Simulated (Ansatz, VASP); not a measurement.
## CdCu3Mo in VASP and in Ansatz

```
Cd Cu Mo
1.0
     4.69764    0.00000    0.00000
     0.00000    4.69764    0.00000
     0.00000    0.00000    4.69918
Cd Cu Mo
1 3 1
Direct
  0.00000 0.00000 0.50000
  0.00000 0.50000 0.00000
  0.50000 0.00000 0.00000
  0.50000 0.50000 0.50000
  0.50000 0.50000 0.00000
```

Alike in both runs: functional PBE; k mesh 4 × 4 × 4; occupations gaussian, width 0.2 eV; no spin polarisation.

Ansatz relaxed the structure, and its values are those at the end. VASP's run is a single point on that final structure, the one shown.

```csv
,VASP,Ansatz
version,VASP 6.6.1,Ansatz 0.2.0
potentials or method,"VASP PAW PBE potentials, release 64 (Cd, Cu, Mo_sv), cutoff 520 eV","scalar-relativistic, plane waves, PAW"
valence electrons in the cell,59,91
```

VASP gave:

```
gap on the k mesh at the Fermi level (eV) : none
pressure (GPa)                            : 0.5
```

Question: Which values does Ansatz return?

Answer: gap on the k mesh at the Fermi level (eV): none; pressure (GPa): 0.2.

A gap of «none» marks a metal or a gap that the smearing closes. The functional is the same, so the differences come from potentials, cutoffs and numerics. VASP's potentials hold 59 valence electrons a cell and Ansatz's 91, so a difference there can come from the potentials and not from the codes.
